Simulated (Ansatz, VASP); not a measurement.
## Two plane-wave programs on AlNi3

The input INCAR:

```
SYSTEM = AlNi3
PREC = Accurate
ENCUT = 520
EDIFF = 1E-6
ISMEAR = -1
SIGMA = 0.05
LREAL = .False.
LASPH = .True.
NELM = 150
ALGO = Fast
ISIF = 2
LWAVE = .False.
LCHARG = .True.
ISPIN = 2
MAGMOM = 1 1 1 0
LORBIT = 11
LMAXMIX = 4
LELF = .True.
LVHAR = .True.
NBANDS = 28
```

File KPOINTS:

```
regular mesh
0
Gamma
  8 8 8
  0 0 0
```

The input POSCAR:

```
AlNi3
1.0
    0.0000000000      2.7640207515      2.7640207515
    2.7640207515      0.0000000000      2.7640207515
    2.7640207515      2.7640207515      0.0000000000
Ni Al
3 1
Direct
    0.7500000000      0.7500000000      0.7500000000
    0.0000000000      0.0000000000      0.0000000000
    0.2500000000      0.2500000000      0.2500000000
    0.5000000000      0.5000000000      0.5000000000
```

input.yaml

```yaml
crystal:
  lattice:
    - [0.0, 2.7640207515, 2.7640207515]
    - [2.7640207515, 0.0, 2.7640207515]
    - [2.7640207515, 2.7640207515, 0.0]
  atoms:
    - { symbol: Ni, position: [0.75, 0.75, 0.75], spin: 1.0 }
    - { symbol: Ni, position: [0.0, 0.0, 0.0], spin: 1.0 }
    - { symbol: Ni, position: [0.25, 0.25, 0.25], spin: 1.0 }
    - { symbol: Al, position: [0.5, 0.5, 0.5] }
hamiltonian:
  xc: lda
  pseudopotentials: { kind: paw }
magnetization:
  spin_polarized: true
kpoints:
  mp_grid: { grid: [8, 8, 8] }
scf:
  occupations: { method: fermi_dirac, width: 0.05 }
output:
  forces: true
  stress: true
  eigenvalues: true
```

Alike in both runs: task single point; functional LDA; k mesh 8 × 8 × 8; occupations fermi-dirac, width 0.05 eV; collinear spin.

|  | VASP | Ansatz |
| --- | --- | --- |
| version | VASP 6.6.1 | Ansatz 0.2.0 |
| potentials or method | VASP PAW LDA potentials, release 64 (Ni, Al) | Ansatz PAW |
| plane-wave cutoff (eV) | 520 | 420 |
| valence electrons in the cell | 33 | 57 |

VASP gave:

* gap on the k mesh at the Fermi level (eV): none
* pressure (GPa): 1.2
* net moment per atom (μB): 0.00

Estimate Ansatz's values.

gap on the k mesh at the Fermi level (eV): none; pressure (GPa): 0.9; net moment per atom (μB): 0.00.

LDA's correlation is that of Perdew and Zunger in VASP and of Perdew and Wang (1992) in Ansatz. A gap of «none» marks a metal or a gap that the smearing closes. VASP's potentials hold 33 valence electrons a cell and Ansatz's 57, so a difference there can come from the potentials and not from the codes.
